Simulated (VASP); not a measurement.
Input of a VASP 6.6.1 run:

The input INCAR:

```
SYSTEM = Pt
PREC = Accurate
ENCUT = 520
EDIFF = 1E-7
ISMEAR = 0
SIGMA = 0.15
LREAL = .FALSE.
LASPH = .TRUE.
NELM = 60
ALGO = Fast
ISIF = 2
LWAVE = .FALSE.
LCHARG = .TRUE.
GGA = PS
LELF = .TRUE.
LVHAR = .TRUE.
NBANDS = 11
```

The input KPOINTS:

```
Automatic mesh
0
G
  24 24 24
  0 0 0
```

Contents of POSCAR:

```
Pt
1.0
   -0.2066890795      1.8602017157      1.8602017157
    1.8602017157     -0.2066890795      1.8602017157
    1.8602017157      1.8602017157     -0.2066890795
Pt
1
Direct
    0.0000000000      0.0000000000      0.0000000000
```

Potentials or basis: VASP PAW PBE potentials, release 64 (Pt).

Command:

```bash
$ cat potpaw_PBE.64/Pt/POTCAR > POTCAR
$ mpirun -np 1 vasp_std > vasp.out
```

Question: Predict the band gap on the k mesh.

Answer: Zero (bands 5 and 6 overlap by 3.26 eV).

Question: Predict the pressure.

Answer: 7.5 GPa.

Stress tensor (GPa, compression positive):
```
7.55 9.37 9.37
9.37 7.55 9.37
9.37 9.37 7.55
```

Caveat: the cell stands under pressure; the PAW data sets were made with another functional, which shifts forces and pressure a little; spin-orbit coupling is left out, which moves the levels of the heavy elements.
